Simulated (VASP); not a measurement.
NaI, 2 atoms in the cell. The structure is trigonal, space group R-3m (No. 166). The conventional cell has a = 3.835 Å, b = 3.835 Å, c = 15.969 Å, α = 90.00°, β = 90.00°, γ = 120.00°. Within 4.6 Å of Na (site symmetry -3m) lie 6 I at 3.46 Å and 6 Na at 3.83 Å. I (site symmetry -3m) has 6 Na at 3.46 Å and 6 I at 3.83 Å within 4.6 Å.  This cell differs from its parent crystal: ratio of the length along [111] to the lengths across it x 1.7, volume and fractional coordinates fixed.

| Item | Value |
| --- | --- |
| Program | VASP 6.6.1 |
| Task | single point |
| Functional | PBE |
| Potentials or basis | VASP PAW PBE potentials, release 64 (Na_pv, I) |
| Cutoff | 520 eV |
| k mesh | 8 × 8 × 8 |
| Occupations | gaussian, width 0.05 eV |
| Spin | no spin polarisation |
| Dipole correction | no |
| Further INCAR settings | ALGO = Normal; EDIFF = 1e-06; NBANDS = 14 |

Potentials or basis: VASP PAW PBE potentials, release 64 (Na_pv, I).

Command:

```bash
$ cat potpaw_PBE.64/Na_pv/POTCAR potpaw_PBE.64/I/POTCAR > POTCAR
$ mpirun -np 1 vasp_std > vasp.out
```

Hardware: 1 thread of Intel Xeon 8259CL, on a shared host.

Q: How long does it take, and how much memory?

A: It took 2.9 min on 1 thread of Intel Xeon 8259CL (shared host), peak memory 0.34 GiB. Counts: scf iterations 12, k points 65.
